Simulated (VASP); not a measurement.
# SrO (Fm-3m) in VASP: settings compared

The runs below take SrO through relaxation of cell and atoms, single point, with BLYP, PBEsol+D3(BJ), PBEsol.

Program: VASP 6.6.1. These are calculated values, not measurements. Logs are shortened: lines on timing, memory, paths and dates and some standing lists are left out, and cuts for length are marked.

## (1) The cell of the first run

The structure is cubic, space group Fm-3m (No. 225). Conventional cell: a = 5.133 Å, b = 5.133 Å, c = 5.133 Å, α = 90.00°, β = 90.00°, γ = 90.00°. Within 3.4 Å of Sr (site symmetry m-3m) lie 6 O at 2.57 Å. Within 3.4 Å of O (site symmetry m-3m) lie 6 Sr at 2.57 Å.

## (2) Relaxation of cell and atoms, BLYP

File INCAR:

```
PREC = Accurate ; ENCUT = 600
EDIFF = 1E-6 ; ISMEAR = -1
SIGMA = 0.05 ; LREAL = False
LASPH = True ; NELM = 60
ALGO = Normal ; ISIF = 3
LWAVE = False ; LCHARG = False
GGA = B5 ; ALDAX = 1.0
AGGAX = 1.0 ; AGGAC = 1.0
ALDAC = 0.0 ; IBRION = 2
NSW = 80 ; EDIFFG = -0.02
```

File KPOINTS:

```
Automatic mesh
0
Gamma
  9 9 9
```

File POSCAR:

```
SrO
1.0
    0.0000000000      2.5663000000      2.5663000000
    2.5663000000      0.0000000000      2.5663000000
    2.5663000000      2.5663000000      0.0000000000
Sr O
1 1
Direct
    0.5000000000      0.5000000000      0.5000000000
    0.0000000000      0.0000000000      0.0000000000
```

Potentials or basis: VASP PAW PBE potentials, release 64 (Sr_sv, O).

Command:

```console
> cat potpaw_PBE.64/Sr_sv/POTCAR potpaw_PBE.64/O/POTCAR > POTCAR
> mpirun -np 1 vasp_std > vasp.out
```

OUTCAR:

```text
PREC = Accurate
   ENCUT = 600
   EDIFF = 1E-6
   ISMEAR = -1
   LREAL = False
   LASPH = True
   NELM = 60
   ISIF = 3
   GGA = B5
   IBRION = 2
   NSW = 80
   EDIFFG = -0.02

 ion  position               nearest neighbor table
   1  0.500  0.500  0.500-   2 2.57   2 2.57   2 2.57   2 2.57   2 2.57   2 2.57
   2  0.000  0.000  0.000-   1 2.57   1 2.57   1 2.57   1 2.57   1 2.57   1 2.57

  LATTYP: Found a face centered cubic cell.
 ALAT       =     5.1326000000

  Lattice vectors:

 A1 = (   0.0000000000,   2.5663000000,   2.5663000000)
 A2 = (   2.5663000000,   0.0000000000,   2.5663000000)
 A3 = (   2.5663000000,   2.5663000000,   0.0000000000)

Analysis of symmetry for initial positions (statically):
=====================================================================
 Subroutine PRICEL returns:
 Original cell was already a primitive cell.

 Routine SETGRP: Setting up the symmetry group for a
 face centered cubic supercell.

 Subroutine GETGRP returns: Found 48 space group operations
[... 9 lines left out ...]

 Routine SETGRP: Setting up the symmetry group for a
 face centered cubic supercell.

 Subroutine GETGRP returns: Found 48 space group operations
[... 11 lines left out ...]
                                     Primitive cell

  volume of cell :      33.8028

  direct lattice vectors                    reciprocal lattice vectors
     0.000000000  2.566300000  2.566300000    -0.194833028  0.194833028  0.194833028
     2.566300000  0.000000000  2.566300000     0.194833028 -0.194833028  0.194833028
     2.566300000  2.566300000  0.000000000     0.194833028  0.194833028 -0.194833028

  length of vectors
     3.629296265  3.629296265  3.629296265     0.337460704  0.337460704  0.337460704

  position of ions in fractional coordinates (direct lattice)
     0.500000000  0.500000000  0.500000000
     0.000000000  0.000000000  0.000000000

  ion indices of the primitive-cell ions
   primitive index   ion index
                 1           1
                 2           2

----------------------------------------------------------------------------------------

 KPOINTS: Automatic mesh

Automatic generation of k-mesh.
 Grid dimensions read from file:
 generate k-points for:    9    9    9

 Generating k-lattice:

  Cartesian coordinates                     Fractional coordinates (reciprocal lattice)
    -0.021648114  0.021648114  0.021648114     0.111111111  0.000000000  0.000000000
     0.021648114 -0.021648114  0.021648114     0.000000000  0.111111111  0.000000000
     0.021648114  0.021648114 -0.021648114     0.000000000  0.000000000  0.111111111

  Length of vectors
     0.037495634  0.037495634  0.037495634

  Shift w.r.t. Gamma in fractional coordinates (k-lattice)
     0.000000000  0.000000000  0.000000000

 Subroutine IBZKPT returns following result:
 ===========================================

 Found     35 irreducible k-points:

 Following reciprocal coordinates:
            Coordinates               Weight
  0.000000  0.000000  0.000000      1.000000
  0.111111  0.000000  0.000000      8.000000
  0.222222  0.000000  0.000000      8.000000
  0.333333  0.000000  0.000000      8.000000
  0.444444  0.000000  0.000000      8.000000
  0.111111  0.111111  0.000000      6.000000
[... 16 lines left out ...]
 -0.333333  0.333333  0.000000     12.000000
  0.444444  0.444444  0.000000      6.000000
 [... further k-points ...]
   k-points           NKPTS =     35   k-points in BZ     NKDIM =     35   number of bands    NBANDS=     12
   number of dos      NEDOS =    301   number of ions     NIONS =      2
   total plane-waves  NPLWV =  27000
   dimension x,y,z NGX =    30 NGY =   30 NGZ =   30
   dimension x,y,z NGXF=    60 NGYF=   60 NGZF=   60
   ions per type =               1   1
   NGX,Y,Z   is equivalent  to a cutoff of  13.74, 13.74, 13.74 a.u.
   NGXF,Y,Z  is equivalent  to a cutoff of  27.48, 27.48, 27.48 a.u.
 SYSTEM =  unknown system
   PREC   = accura    normal or accurate (medium, high low for compatibility)
   ISTART =      0    job   : 0-new  1-cont  2-samecut
   ICHARG =      2    charge: 1-file 2-atom 10-const
   ISPIN  =      1    spin polarized calculation?
   LNONCOLLINEAR =      F non collinear calculations
   LSORBIT =      F    spin-orbit coupling
   LASPH  =      T    aspherical Exc in radial PAW
   ENCUT  =  600.0 eV  44.10 Ry    6.64 a.u.   7.25  7.25  7.25*2*pi/ulx,y,z
   NELM   =     60;   NELMIN=  2; NELMDL= -5     # of ELM steps
   EDIFF  = 0.1E-05   stopping-criterion for ELM
   LREAL  =      F    real-space projection
   EDIFFG = -.2E-01   stopping-criterion for IOM
   NSW    =     80    number of steps for IOM
   IBRION =      2    ionic relax: 0-MD 1-quasi-New 2-CG
   NFREE  =      1    steps in history (QN), initial steepest desc. (CG)
   ISIF   =      3    stress and relaxation
   ISYM   =      2    0-nonsym 1-usesym 2-fastsym
   POTIM  = 0.5000    time-step for ionic-motion
   TEBEG  =    0.0;   TEEND  =   0.0 temperature during run
   PSTRESS=    0.0 pullay stress
   NELECT =      16.0000    total number of electrons
   NUPDOWN=      -1.0000    fix difference up-down
   EMIN   =  10.00;   EMAX   =-10.00  energy-range for DOS
   EFERMI =   0.00;   METHOD = LEGACY
   ISMEAR =    -1;   SIGMA  =   0.05  broadening in eV -4-tet -1-fermi 0-gaus
   EFERMI_NEDOS =   21; number of points for ismear=-14 and -15
   IALGO  =     38    algorithm
   IMIX   =      4    mixing-type and parameters
     AMIX     =   0.40;   BMIX     =  1.00
     AMIX_MAG =   1.60;   BMIX_MAG =  1.00
  volume/ion in A,a.u.               =      16.90       114.06
  Fermi-wavevector in a.u.,A,eV,Ry     =   1.275843  2.410995 22.147245  1.627777
  Thomas-Fermi vector in A             =   2.408533
   LORBIT       =      0    0 simple, 1 ext, 2 COOP (PROOUT), +10 PAW based schemes
   GGA     = B5    functional components
   LHFCALC =     F    Hartree Fock is set to
   AEXX    =    0.0000 exact exchange contribution
   IVDW    =     0    specifies the selected vdW correction
   LEPSILON=     F    determine dielectric tensor
   LRPA    =     F    only Hartree local field effects (RPA)
 conjugate gradient relaxation of ions
 non-spin polarized calculation
  energy-cutoff  :      600.00
  volume of cell :       33.80
 maximum number of plane-waves:      1147
 NGX is ok and might be reduce to    30
   NGX = 15   NGY = 15   NGZ = 15

--------------------------------------- Ionic step        1  -------------------------------------------

 number of electron      15.9999997 magnetization

 Free energy of the ion-electron system (eV)
  ---------------------------------------------------
  ext. energy  EPLUGINS =         0.00000000
  ---------------------------------------------------
  free energy    TOTEN  =       -11.45054010 eV

  energy without entropy =      -11.45054010  energy(sigma->0) =      -11.45054010

------------------------ aborting loop because EDIFF is reached ----------------------------------------

  FORCE on cell =-STRESS in cart. coord.  units (eV):
  Direction    XX          YY          ZZ          XY          YZ          ZX
  --------------------------------------------------------------------------------------
  -------------------------------------------------------------------------------------
  Total        1.4441802      1.4441802      1.4441802      0.0000000      0.0000000      0.0000000
  in kB       68.4509862     68.4509862     68.4509862      0.0000000      0.0000000      0.0000000
  external PRESSURE =      68.4509862 kB  Pullay stress =       0.0000000 kB
[... 57 lines left out ...]
  energy  without entropy=      -11.4926132237  energy(sigma->0) =      -11.49261322

--------------------------------------- Ionic step        3  -------------------------------------------

 number of electron      16.0000004 magnetization

 Free energy of the ion-electron system (eV)
  ---------------------------------------------------
  ext. energy  EPLUGINS =         0.00000000
  ---------------------------------------------------
  free energy    TOTEN  =       -11.50085671 eV

  energy without entropy =      -11.50085671  energy(sigma->0) =      -11.50085671

 E-fermi :   2.7582     XC(G=0):  -9.2672

 val. band max:        1.7064457637   @ k =   0.0000   0.0000   0.0000
 cond. band min:       5.1773930747   @ k =   0.4444   0.4444   0.0000
 fundamental gap:      3.4709473110
 Fermi energy:         2.7582191255

 k-point     1 :       0.0000    0.0000    0.0000
  band No.  band energies     occupation
      1     -30.9514      2.00000
      2     -13.1995      2.00000
      3     -12.6903      2.00000
      4     -12.6903      2.00000
      5     -12.6903      2.00000
      6       1.7064      2.00000
      7       1.7064      2.00000
      8       1.7064      2.00000
      9       5.4660      0.00000
     10       7.7620      0.00000
     11       7.7620      0.00000
     12       7.7620      0.00000
[... 331 lines left out ...]
 k-point    24 :       0.4444    0.4444    0.0000
  band No.  band energies     occupation
      1     -30.8240      2.00000
      2     -13.6268      2.00000
      3     -12.9728      2.00000
      4     -12.9728      2.00000
      5     -12.9314      2.00000
      6       1.1136      2.00000
      7       1.5795      2.00000
      8       1.5795      2.00000
      9       5.1774      0.00000
     10       8.9514      0.00000
     11      11.3283      0.00000
     12      11.7442      0.00000

 [... further k-points ...]
[... 5 lines left out ...]
  --------------------------------------------------------------------------------------
  -------------------------------------------------------------------------------------
  Total        0.0042947      0.0042947      0.0042947      0.0000000      0.0000000     -0.0000000
  in kB        0.1894373      0.1894373      0.1894373      0.0000000      0.0000000     -0.0000000
  external PRESSURE =       0.1894373 kB  Pullay stress =       0.0000000 kB
[... 17 lines left out ...]
  FREE ENERGIE OF THE ION-ELECTRON SYSTEM (eV)
  ---------------------------------------------------
  free  energy   TOTEN  =       -11.5008567067 eV

  energy  without entropy=      -11.5008567066  energy(sigma->0) =      -11.50085671

 reached required accuracy - stopping structural energy minimisation
```

It took 2.2 min on 1 thread of Intel Xeon 8259CL, shared host; peak memory 0.18 GiB.

Results:

| Property | Result |
| --- | --- |
| Free energy | -11.5009 eV |
| Relaxed volume | 18.16 Å³/atom |
| Relaxed cell | a = 3.717 Å, b = 3.717 Å, c = 3.717 Å, α = 60.00°, β = 60.00°, γ = 60.00° |
| Space group after relaxing (to 0.05 Å) | Fm-3m (No. 225) |
| Energy gained by relaxing | 25.2 meV/atom |
| Ionic steps | 3 |
| Pressure after relaxing | 0.0 GPa |
| Band gap on the k mesh | 3.47 eV, indirect (least direct gap 3.60 eV) |

The path:
| step | energy change (eV) | largest force (eV/Å) | pressure (GPa) | volume (Å³) |
| --- | --- | --- | --- | --- |
| 1 | 0.0000 | 0.0000 | 6.85 | 33.80 |
| 2 | -0.0421 | 0.0000 | -2.29 | 37.46 |
| 3 | -0.0503 | 0.0000 | 0.02 | 36.32 |

Final structure:
```
Sr O
1.0
     0.00000    2.62855    2.62855
     2.62855    0.00000    2.62855
     2.62855    2.62855    0.00000
Sr O
1 1
Direct
  0.50000 0.50000 0.50000
  0.00000 0.00000 0.00000
```

Caveat: the PAW data sets were made with another functional, which shifts forces and pressure a little. A k mesh can miss the band edges.

(Part 1 of 2 ends here.)
